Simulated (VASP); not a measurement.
Set up this calculation in VASP 6.6.1, as the native input.

* Task: single point
* Functional: PBE
* Potentials or basis: VASP PAW PBE potentials, release 64 (Ru_pv)
* Cutoff: 520 eV
* k mesh: 20 × 20 × 20
* Occupations: gaussian, width 0.15 eV
* Spin: no spin polarisation
* Dipole correction: no
* Further INCAR settings: ALGO = Normal; EDIFF = 1e-06; NBANDS = 13

The structure of Ru lies in POSCAR:

```
Ru
1.0
   -0.1000169121      1.7836349318      1.7836349318
    1.7836349318     -0.1000169121      1.7836349318
    1.7836349318      1.7836349318     -0.1000169121
Ru
1
Direct
    0.0000000000      0.0000000000      0.0000000000
```

One way to write it, as run:

INCAR

```
ALGO     = Normal         # electronic algorithm
EDIFF    = 1E-6           # SCF threshold, eV
ENCUT    = 520            # plane-wave cutoff, eV
GGA      = PE             # functional
ISIF     = 2              # what is computed and relaxed
ISMEAR   = 0              # smearing method
LASPH    = T              # aspherical terms in the spheres
LCHARG   = F              # write CHGCAR
LREAL    = F              # projectors in reciprocal space
LWAVE    = F              # write WAVECAR
NBANDS   = 13             # bands
NELM     = 100            # most SCF steps
PREC     = Accurate       # precision mode
SIGMA    = 0.15           # smearing width, eV
```

KPOINTS

```
k-points
0
Gamma
  20 20 20
```

Potentials or basis: VASP PAW PBE potentials, release 64 (Ru_pv).

The run is started by

```console
$ cat potpaw_PBE.64/Ru_pv/POTCAR > POTCAR
$ mpirun -np 1 vasp_std > vasp.out
```

Results of the run:

```json
{
 "Pressure": "51.2 GPa",
 "Band gap on the k mesh": "zero (band 7 reaches 17.20 eV, above the bottom of band 8 at 12.92 eV)"
}
```

Run time: 58 s on 1 thread of AMD EPYC 9R45 96-Core Processor (Zen 5) (shared host), peak memory 0.19 GiB.
